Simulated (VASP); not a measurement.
Wanted: the native input for a VASP 6.6.1 run.

| Item | Value |
| --- | --- |
| Task | relaxation of volume and atoms at fixed shape |
| Functional | PBE |
| Potentials or basis | VASP PAW PBE potentials, release 64 (Mg) |
| Cutoff | 600 eV |
| k mesh | 15 × 15 × 8 |
| Occupations | fermi-dirac, width 0.02 eV |
| Spin | no spin polarisation |
| Dipole correction | no |
| Further INCAR settings | ALGO = Normal; EDIFF = 1e-07; IBRION = 2; EDIFFG = -0.02; NSW = 50; ISIF = 8 |

The structure of Mg lies in POSCAR:

```
Mg
1.0
    3.2093000000      0.0000000000      0.0000000000
   -1.6046500000      2.7793350000      0.0000000000
    0.0000000000      0.0000000000      5.2103000000
Mg
2
Direct
    0.3333333333      0.6666666667      0.2500000000
    0.6666666667      0.3333333333      0.7500000000
```

The input as run:

INCAR

```
PREC = Accurate ; ENCUT = 600
EDIFF = 1E-7 ; ISMEAR = -1
SIGMA = 0.02 ; LREAL = F
LASPH = T ; NELM = 120
ALGO = Normal ; ISIF = 8
LWAVE = F ; LCHARG = F
GGA = PE ; IBRION = 2
NSW = 50 ; EDIFFG = -0.02
GGA_COMPAT = F ; NELMIN = 4
```

KPOINTS

```
regular mesh
0
Gamma
  15 15 8
```

Potentials or basis: VASP PAW PBE potentials, release 64 (Mg).

The run is started by

```bash
$ cat potpaw_PBE.64/Mg/POTCAR > POTCAR
$ mpirun -np 1 vasp_std > vasp.out
```

It gave:

```
Relaxed volume                        : 22.85 Å³/atom
Relaxed cell                          : a = 3.191 Å, b = 3.191 Å, c = 5.181 Å, α = 90.00°, β = 90.00°, γ = 120.00°
Space group after relaxing (to 0.1 Å) : P6_3/mmc (No. 194)
Energy gained by relaxing             : 0.7 meV/atom
Ionic steps                           : 3
Pressure after relaxing               : 0.0 GPa
Band gap on the k mesh                : zero (bands 2 and 3 overlap by 2.16 eV)
```

Run time: 31 s on 1 thread of AMD EPYC 9R45 96-Core Processor (Zen 5), on a shared host, peak memory 0.19 GiB.
